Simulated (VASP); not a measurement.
Here is a VASP 6.6.1 calculation.

The input INCAR:

```
PREC = Accurate ; ENCUT = 520
EDIFF = 1E-6 ; ISMEAR = -1
SIGMA = 0.1 ; LREAL = F
LASPH = T ; NELM = 100
ALGO = Normal ; ISIF = 2
LWAVE = F ; LCHARG = F
GGA = B5 ; ALDAX = 1.0
AGGAX = 1.0 ; AGGAC = 1.0
ALDAC = 0.0 ; NBANDS = 13
```

Contents of KPOINTS:

```
Automatic mesh
0
Gamma
  8 8 8
```

Contents of POSCAR:

```
Te
1.0
    0.0000000000      3.7831873822      3.7831873822
    3.7831873822      0.0000000000      3.7831873822
    3.7831873822      3.7831873822      0.0000000000
Te
2
Direct
    0.1250000000      0.1250000000      0.1250000000
    0.8750000000      0.8750000000      0.8750000000
```

Potentials or basis: VASP PAW PBE potentials, release 64 (Te).

The run is started by

```bash
$ cat potpaw_PBE.64/Te/POTCAR > POTCAR
$ mpirun -np 1 vasp_std > vasp.out
```

Question: Estimate the band gap on the k mesh.

Answer: Zero (band 6 reaches 2.51 eV, above the bottom of band 7 at 1.77 eV).

Question: What does it give for the pressure?

Answer: -1.3 GPa.

Caveat: the PAW data sets were made with another functional, which shifts forces and pressure a little; spin-orbit coupling is left out, which moves the levels of the heavy elements.
